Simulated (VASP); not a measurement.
Here is a VASP 6.6.1 calculation.

The input INCAR:

```
  ALGO = Normal
  EDIFF = 1E-6
  ENCUT = 600
  GGA = PS
  GGA_COMPAT = False
  ISIF = 2
  ISMEAR = 0
  LASPH = True
  LCHARG = True
  LELF = True
  LREAL = False
  LVHAR = True
  LWAVE = False
  NBANDS = 11
  NELM = 120
  PREC = Accurate
  SIGMA = 0.02
```

File KPOINTS:

```
k-points
0
Gamma
  6 6 6
```

File POSCAR:

```
BeS
1.0
    0.0000000000      2.4188659278      2.4188659278
    2.4188659278      0.0000000000      2.4188659278
    2.4188659278      2.4188659278      0.0000000000
Be S
1 1
Direct
    0.0000000000      0.0000000000      0.0000000000
    0.2500000000      0.2500000000      0.2500000000
```

Potentials or basis: VASP PAW PBE potentials, release 64 (Be, S).

Launch:

```sh
$ cat potpaw_PBE.64/Be/POTCAR potpaw_PBE.64/S/POTCAR > POTCAR
$ mpirun -np 1 vasp_std > vasp.out
```

What does it give for the band gap on the k mesh?

2.91 eV (least direct gap 5.61 eV).

What does it give for the pressure?

0.2 GPa.

Caveat: the PAW data sets were made with another functional, which shifts forces and pressure a little. A k mesh can miss the band edges.
